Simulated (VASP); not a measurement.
# C (R-3m) in VASP: notebook

C is run at these levels: PBEsol, r2SCAN; tasks: electric field gradients.

Everything below comes from runs of VASP 6.6.1. Logs are shortened: lines on timing, memory, paths and dates and some standing lists are left out, and cuts for length are marked.

### Step 1. The cell of the first run

It takes space group R-3m (No. 166, trigonal). Conventional cell: a = 2.456 Å, b = 2.456 Å, c = 10.041 Å, α = 90.00°, β = 90.00°, γ = 120.00°. C (site symmetry 3m) has 3 C at 1.42 Å within 1.9 Å.

### Step 2. Electric field gradients, PBEsol

The input, INCAR:

```
PREC = Accurate
ENCUT = 520
EDIFF = 1E-8
ISMEAR = -1
SIGMA = 0.03
LREAL = False
LASPH = True
NELM = 100
ALGO = Normal
ISIF = 2
LWAVE = False
LCHARG = False
GGA = PS
LEFG = True
NBANDS = 11
```

The input, KPOINTS:

```
Automatic mesh
0
Gamma
  19 19 19
```

The input, POSCAR:

```
C
1.0
    1.2280263465      0.7090013417      3.3470108394
   -1.2280263465      0.7090013417      3.3470108394
    0.0000000000     -1.4180026834      3.3470108394
C
2
Direct
    0.1640000000      0.1640000000      0.1640000000
    0.8360000000      0.8360000000      0.8360000000
```

Potentials or basis: VASP PAW PBE potentials, release 64 (C).

The run is started by

```sh
cat potpaw_PBE.64/C/POTCAR > POTCAR
mpirun -np 1 vasp_std > vasp.out
```

OUTCAR:

```text
PREC = Accurate
   ENCUT = 520
   EDIFF = 1E-8
   ISMEAR = -1
   LREAL = False
   LASPH = True
   NELM = 100
   ISIF = 2
   GGA = PS

 ion  position               nearest neighbor table
   1  0.164  0.164  0.164-   2 1.42   2 1.42   2 1.42
   2  0.836  0.836  0.836-   1 1.42   1 1.42   1 1.42

  LATTYP: Found a trigonal (rhomboedric) cell.
 ALAT       =     3.6349983727
 COS(alpha) =     0.7717362630

  Lattice vectors:

 A1 = (   1.2280263465,   0.7090013417,   3.3470108394)
 A2 = (  -1.2280263465,   0.7090013417,   3.3470108394)
 A3 = (   0.0000000000,  -1.4180026834,   3.3470108394)

Analysis of symmetry for initial positions (statically):
=====================================================================
 Subroutine PRICEL returns:
 Original cell was already a primitive cell.

 Routine SETGRP: Setting up the symmetry group for a
 trigonal (rhombohedral) supercell.

 Subroutine GETGRP returns: Found 12 space group operations
 (whereof 12 operations were pure point group operations)
 out of a pool of 12 trial point group operations.

The static configuration has the point symmetry D_3d.

Analysis of symmetry for dynamics (positions and initial velocities):
=====================================================================
 Subroutine PRICEL returns:
 Original cell was already a primitive cell.

 Routine SETGRP: Setting up the symmetry group for a
 trigonal (rhombohedral) supercell.

 Subroutine GETGRP returns: Found 12 space group operations
 (whereof 12 operations were pure point group operations)
 out of a pool of 12 trial point group operations.

The dynamic configuration has the point symmetry D_3d.

 Subroutine INISYM returns: Found 12 space group operations
 (whereof 12 operations are pure point group operations),
 and found     1 'primitive' translations

----------------------------------------------------------------------------------------

                                     Primitive cell

  volume of cell :      17.4849

  direct lattice vectors                    reciprocal lattice vectors
     1.228026347  0.709001342  3.347010839     0.407157388  0.235072428  0.099591352
    -1.228026347  0.709001342  3.347010839    -0.407157388  0.235072428  0.099591352
     0.000000000 -1.418002683  3.347010839     0.000000000 -0.470144855  0.099591352

  length of vectors
     3.634998373  3.634998373  3.634998373     0.480577384  0.480577384  0.480577384

  position of ions in fractional coordinates (direct lattice)
     0.164000000  0.164000000  0.164000000
     0.836000000  0.836000000  0.836000000

  ion indices of the primitive-cell ions
   primitive index   ion index
                 1           1
                 2           2

----------------------------------------------------------------------------------------

 KPOINTS: Automatic mesh

Automatic generation of k-mesh.
 Grid dimensions read from file:
 generate k-points for:   19   19   19

 Generating k-lattice:

  Cartesian coordinates                     Fractional coordinates (reciprocal lattice)
     0.021429336  0.012372233  0.005241650     0.052631579  0.000000000  0.000000000
    -0.021429336  0.012372233  0.005241650     0.000000000  0.052631579  0.000000000
     0.000000000 -0.024744466  0.005241650     0.000000000  0.000000000  0.052631579

  Length of vectors
     0.025293547  0.025293547  0.025293547

  Shift w.r.t. Gamma in fractional coordinates (k-lattice)
     0.000000000  0.000000000  0.000000000

 Subroutine IBZKPT returns following result:
 ===========================================

 Found    670 irreducible k-points:

 Following reciprocal coordinates:
            Coordinates               Weight
  0.000000  0.000000  0.000000      1.000000
  0.052632  0.000000  0.000000      6.000000
  0.105263  0.000000  0.000000      6.000000
  0.157895  0.000000  0.000000      6.000000
  0.210526  0.000000  0.000000      6.000000
  0.263158  0.000000  0.000000      6.000000
[... 16 lines left out ...]
 -0.315789  0.052632 -0.000000     12.000000
 -0.263158  0.052632  0.000000     12.000000
 [... further k-points ...]
   k-points           NKPTS =    670   k-points in BZ     NKDIM =    670   number of bands    NBANDS=     11
   number of dos      NEDOS =    301   number of ions     NIONS =      2
   total plane-waves  NPLWV =  21952
   dimension x,y,z NGX =    28 NGY =   28 NGZ =   28
   dimension x,y,z NGXF=    56 NGYF=   56 NGZF=   56
   ions per type =               2
   NGX,Y,Z   is equivalent  to a cutoff of  12.81, 12.81, 12.81 a.u.
   NGXF,Y,Z  is equivalent  to a cutoff of  25.61, 25.61, 25.61 a.u.
 SYSTEM =  unknown system
   PREC   = accura    normal or accurate (medium, high low for compatibility)
   ISTART =      0    job   : 0-new  1-cont  2-samecut
   ICHARG =      2    charge: 1-file 2-atom 10-const
   ISPIN  =      1    spin polarized calculation?
   LNONCOLLINEAR =      F non collinear calculations
   LSORBIT =      F    spin-orbit coupling
   LASPH  =      T    aspherical Exc in radial PAW
   ENCUT  =  520.0 eV  38.22 Ry    6.18 a.u.   6.76  6.76  6.76*2*pi/ulx,y,z
   NELM   =    100;   NELMIN=  2; NELMDL= -5     # of ELM steps
   EDIFF  = 0.1E-07   stopping-criterion for ELM
   LREAL  =      F    real-space projection
   EDIFFG = 0.1E-06   stopping-criterion for IOM
   NSW    =      0    number of steps for IOM
   IBRION =     -1    ionic relax: 0-MD 1-quasi-New 2-CG
   NFREE  =      0    steps in history (QN), initial steepest desc. (CG)
   ISIF   =      2    stress and relaxation
   ISYM   =      2    0-nonsym 1-usesym 2-fastsym
   POTIM  = 0.5000    time-step for ionic-motion
   TEBEG  =    0.0;   TEEND  =   0.0 temperature during run
   PSTRESS=    0.0 pullay stress
   NELECT =       8.0000    total number of electrons
   NUPDOWN=      -1.0000    fix difference up-down
   EMIN   =  10.00;   EMAX   =-10.00  energy-range for DOS
   EFERMI =   0.00;   METHOD = LEGACY
   ISMEAR =    -1;   SIGMA  =   0.03  broadening in eV -4-tet -1-fermi 0-gaus
   EFERMI_NEDOS =   21; number of points for ismear=-14 and -15
   IALGO  =     38    algorithm
   IMIX   =      4    mixing-type and parameters
     AMIX     =   0.40;   BMIX     =  1.00
     AMIX_MAG =   1.60;   BMIX_MAG =  1.00
  volume/ion in A,a.u.               =       8.74        59.00
  Fermi-wavevector in a.u.,A,eV,Ry     =   1.261490  2.383870 21.651724  1.591357
  Thomas-Fermi vector in A             =   2.394946
   LORBIT       =      0    0 simple, 1 ext, 2 COOP (PROOUT), +10 PAW based schemes
   GGA     = PS    functional components
   LHFCALC =     F    Hartree Fock is set to
   AEXX    =    0.0000 exact exchange contribution
   IVDW    =     0    specifies the selected vdW correction
   LEPSILON=     F    determine dielectric tensor
   LRPA    =     F    only Hartree local field effects (RPA)
 non-spin polarized calculation
  energy-cutoff  :      520.00
  volume of cell :       17.48
 maximum number of plane-waves:       484
   NGX = 13   NGY = 13   NGZ = 13

 number of electron       8.0000000 magnetization

 Free energy of the ion-electron system (eV)
  ---------------------------------------------------
  ext. energy  EPLUGINS =         0.00000000
  ---------------------------------------------------
  free energy    TOTEN  =       -19.26137429 eV

  energy without entropy =      -19.26134295  energy(sigma->0) =      -19.26135862

 E-fermi :   4.7382     XC(G=0): -10.5893

 val. band max:        4.6571640416   @ k =  -0.3158   0.3158   0.0000
 cond. band min:       4.8204696516   @ k =  -0.3158   0.3158   0.0000
 fundamental gap:      0.1633056100
 Fermi energy:         4.7382485245

 k-point     1 :       0.0000    0.0000    0.0000
  band No.  band energies     occupation
      1     -15.0147      2.00000
      2      -1.9250      2.00000
      3       1.7551      2.00000
      4       1.7551      2.00000
      5       8.6428      0.00000
      6      13.1009      0.00000
      7      13.1009      0.00000
      8      16.2370      0.00000
      9      17.6916      0.00000
     10      27.2537      0.00000
     11      30.3840      0.00000
[... 309 lines left out ...]
 k-point    24 :      -0.2632    0.0526    0.0000
  band No.  band energies     occupation
      1     -12.9591      2.00000
      2      -3.7169      2.00000
      3      -0.8693      2.00000
      4       0.2402      2.00000
      5      10.3024      0.00000
      6      11.8509      0.00000
      7      13.1451      0.00000
      8      18.9439      0.00000
      9      20.8229      0.00000
     10      23.2353      0.00000
     11      26.9394      0.00000

 [... further k-points ...]

------------------------ aborting loop because EDIFF is reached ----------------------------------------

  FORCE on cell =-STRESS in cart. coord.  units (eV):
  Direction    XX          YY          ZZ          XY          YZ          ZX
  --------------------------------------------------------------------------------------
  -------------------------------------------------------------------------------------
  Total        0.2561214      0.2561214      0.0950235      0.0000000     -0.0000000     -0.0000000
  in kB       23.4689360     23.4689360      8.7072030      0.0000000     -0.0000000     -0.0000000
  external PRESSURE =      18.5483583 kB  Pullay stress =       0.0000000 kB

 VOLUME and BASIS-vectors are now :
 -----------------------------------------------------------------------------
  energy-cutoff  :      520.00
  volume of cell :       17.48
      direct lattice vectors                 reciprocal lattice vectors
     1.228026347  0.709001342  3.347010839     0.407157388  0.235072428  0.099591352
    -1.228026347  0.709001342  3.347010839    -0.407157388  0.235072428  0.099591352
     0.000000000 -1.418002683  3.347010839     0.000000000 -0.470144855  0.099591352

 POSITION                                       TOTAL-FORCE (eV/Angst)
 -----------------------------------------------------------------------------------
      0.00000      0.00000      1.64673         0.000000      0.000000      0.868903
      0.00000      0.00000      8.39430         0.000000     -0.000000     -0.868903
 -----------------------------------------------------------------------------------
    total drift:                                0.000000     -0.000000      0.000000

  FREE ENERGIE OF THE ION-ELECTRON SYSTEM (eV)
  ---------------------------------------------------
  free  energy   TOTEN  =       -19.2613742875 eV

  energy  without entropy=      -19.2613429514  energy(sigma->0) =      -19.26135862

 Electric field gradients (V/A^2)
---------------------------------------------------------------------
 ion       V_xx      V_yy      V_zz      V_xy      V_xz      V_yz
---------------------------------------------------------------------
   1     -16.038   -16.038    32.075     0.000     0.000    -0.000
   2     -16.038   -16.038    32.075    -0.000     0.000    -0.000
---------------------------------------------------------------------

 Electric field gradients after diagonalization (V/A^2)
 (convention: |V_zz| > |V_xx| > |V_yy|)
----------------------------------------------------------------------
 ion       V_xx      V_yy      V_zz     asymmetry (V_yy - V_xx)/ V_zz
----------------------------------------------------------------------
   1     -16.038   -16.038    32.075       0.000
   2     -16.038   -16.038    32.075       0.000
----------------------------------------------------------------------

           NMR quadrupolar parameters

 Cq : quadrupolar parameter    Cq=e*Q*V_zz/h
 eta: asymmetry parameters     (V_yy - V_xx)/ V_zz
 Q  : nuclear electric quadrupole moment in mb (millibarn)
----------------------------------------------------------------------
 ion       Cq(MHz)       eta       Q (mb)
----------------------------------------------------------------------
   1       0.078       0.000       1.000
   2       0.078       0.000       1.000
----------------------------------------------------------------------
```

Wall time 3.3 min (1 thread of AMD EPYC 7R13 (Zen 3), shared host); peak memory 0.2 GiB.

Results:

```yaml
Free_energy: -19.2614 eV
Pressure: 1.9 GPa
Largest_force: 0.869 eV/Å
Largest_electric_field_gradient_by_atom: C +32.1 V/Å²
```

Forces in eV/Å, atoms in the order of the input:
```
C    0.000  0.000  0.869
C    0.000  0.000 -0.869
```

Electric field gradients, principal values (V/Å²):
```
atom    least   middle  greatest (by size)
 1 C  -16.038  -16.038              32.075
 2 C  -16.038  -16.038              32.075
```

Caveat: this functional lacks dispersion, which binds layers or chains, so the pressure and a relaxed spacing across them are unreliable; without QUAD_EFG the Cq values of the log hold for a quadrupole moment of 1 mb, not for the nuclei; the PAW data sets were made with another functional, which shifts forces and pressure a little.

### Step 3. Electric field gradients, r2SCAN

POSCAR is that of step 2.

The input, INCAR.step1:

```
SYSTEM = C
PREC = Accurate
ENCUT = 520
ISMEAR = -1
SIGMA = 0.03
LREAL = .False.
LASPH = .True.
NELM = 100
NBANDS = 11
GGA = PE
ALGO = Normal
EDIFF = 1E-4
LWAVE = .True.
LCHARG = .False.
```

The input, INCAR.step2:

```
SYSTEM = C
PREC = Accurate
ENCUT = 520
EDIFF = 1E-8
ISMEAR = -1
SIGMA = 0.03
LREAL = .False.
LASPH = .True.
NELM = 100
ALGO = Normal
ISIF = 2
LWAVE = .False.
LCHARG = .False.
METAGGA = R2SCAN
LMIXTAU = .True.
LEFG = .True.
NBANDS = 11
ISTART = 1
```

The input, KPOINTS:

```
regular mesh
0
Gamma
  19 19 19
  0 0 0
```

Potentials or basis: VASP PAW PBE potentials, release 64 (C).

The run is started by

```sh
cat potpaw_PBE.64/C/POTCAR > POTCAR
cp INCAR.step1 INCAR
mpirun -np 1 vasp_std > vasp.out
cp INCAR.step2 INCAR
mpirun -np 1 vasp_std > vasp.out
```

OUTCAR:

```text
SYSTEM = C
   PREC = Accurate
   ENCUT = 520
   EDIFF = 1E-8
   ISMEAR = -1
   LREAL = .False.
   LASPH = .True.
   NELM = 100
   ISIF = 2
   METAGGA = R2SCAN
   ISTART = 1

 ion  position               nearest neighbor table
   1  0.164  0.164  0.164-   2 1.42   2 1.42   2 1.42
   2  0.836  0.836  0.836-   1 1.42   1 1.42   1 1.42

  LATTYP: Found a trigonal (rhomboedric) cell.
 ALAT       =     3.6349983727
 COS(alpha) =     0.7717362630

  Lattice vectors:

 A1 = (   1.2280263465,   0.7090013417,   3.3470108394)
 A2 = (  -1.2280263465,   0.7090013417,   3.3470108394)
 A3 = (   0.0000000000,  -1.4180026834,   3.3470108394)

Analysis of symmetry for initial positions (statically):
=====================================================================
 Subroutine PRICEL returns:
 Original cell was already a primitive cell.

 Routine SETGRP: Setting up the symmetry group for a
 trigonal (rhombohedral) supercell.

[... 524 lines left out ...]
      direct lattice vectors                 reciprocal lattice vectors
     1.228026347  0.709001342  3.347010839     0.407157388  0.235072428  0.099591352
    -1.228026347  0.709001342  3.347010839    -0.407157388  0.235072428  0.099591352
     0.000000000 -1.418002683  3.347010839     0.000000000 -0.470144855  0.099591352

 POSITION                                       TOTAL-FORCE (eV/Angst)
 -----------------------------------------------------------------------------------
      0.00000      0.00000      1.64673         0.000000      0.000000      0.910246
      0.00000      0.00000      8.39430         0.000000      0.000000     -0.910246
 -----------------------------------------------------------------------------------
    total drift:                                0.000000     -0.000000      0.000000

  FREE ENERGIE OF THE ION-ELECTRON SYSTEM (eV)
  ---------------------------------------------------
  free  energy   TOTEN  =       -19.8476807377 eV

  energy  without entropy=      -19.8476603908  energy(sigma->0) =      -19.84767056

 Electric field gradients (V/A^2)
---------------------------------------------------------------------
 ion       V_xx      V_yy      V_zz      V_xy      V_xz      V_yz
---------------------------------------------------------------------
   1     -16.208   -16.208    32.416     0.000     0.000    -0.000
   2     -16.208   -16.208    32.416    -0.000     0.000    -0.000
---------------------------------------------------------------------

 Electric field gradients after diagonalization (V/A^2)
 (convention: |V_zz| > |V_xx| > |V_yy|)
----------------------------------------------------------------------
 ion       V_xx      V_yy      V_zz     asymmetry (V_yy - V_xx)/ V_zz
----------------------------------------------------------------------
   1     -16.208   -16.208    32.416       0.000
   2     -16.208   -16.208    32.416       0.000
----------------------------------------------------------------------

           NMR quadrupolar parameters

 Cq : quadrupolar parameter    Cq=e*Q*V_zz/h
 eta: asymmetry parameters     (V_yy - V_xx)/ V_zz
 Q  : nuclear electric quadrupole moment in mb (millibarn)
----------------------------------------------------------------------
 ion       Cq(MHz)       eta       Q (mb)
----------------------------------------------------------------------
   1       0.078       0.000       1.000
   2       0.078       0.000       1.000
----------------------------------------------------------------------
```

OSZICAR.step1:

```text
N       E                     dE             d eps       ncg     rms          rms(c)
DAV:   1     0.604556738474E+01    0.60456E+01   -0.45790E+03 15180   0.666E+02
DAV:   2    -0.190192034921E+02   -0.25065E+02   -0.23676E+02 19223   0.132E+02
DAV:   3    -0.196090603755E+02   -0.58986E+00   -0.58861E+00 18553   0.169E+01
DAV:   4    -0.196111818807E+02   -0.21215E-02   -0.21213E-02 17217   0.124E+00
DAV:   5    -0.196111899269E+02   -0.80462E-05   -0.80457E-05 18816   0.706E-02    0.639E+00
DAV:   6    -0.186851559053E+02    0.92603E+00   -0.78510E-01 17203   0.515E+00    0.373E+00
DAV:   7    -0.183922233860E+02    0.29293E+00   -0.88579E-01 17803   0.551E+00    0.105E+00
DAV:   8    -0.183958848441E+02   -0.36615E-02   -0.20544E-02 16547   0.909E-01    0.116E-01
DAV:   9    -0.183957126412E+02    0.17220E-03   -0.54326E-04 18057   0.149E-01    0.538E-02
DAV:  10    -0.183957886571E+02   -0.76016E-04   -0.13133E-04 16642   0.796E-02
   1 F= -.18395789E+02 E0= -.18395776E+02  d E =-.260137E-04
```

It took 14 min on 1 thread of AMD EPYC 7R13 (Zen 3), shared host; peak memory 0.2 GiB.

Results:

| Quantity | Value |
| --- | --- |
| Free energy | -19.8477 eV |
| Pressure | 0.9 GPa |
| Largest force | 0.910 eV/Å |
| Largest electric field gradient by atom | C +32.4 V/Å² |

Forces on the atoms (eV/Å):
```
C    0.000  0.000  0.910
C    0.000  0.000 -0.910
```

Stress tensor (GPa, compression positive):
```
0.79 0.00 0.00
0.00 0.79 0.00
0.00 0.00 1.07
```

Electric field gradients, principal values (V/Å²):
| atom | least | middle | greatest (by size) |
| --- | --- | --- | --- |
| 1 C | -16.208 | -16.208 | 32.416 |
| 2 C | -16.208 | -16.208 | 32.416 |

Caveat: without QUAD_EFG the Cq values of the log hold for a quadrupole moment of 1 mb, not for the nuclei; the PAW data sets were made with another functional, which shifts forces and pressure a little.
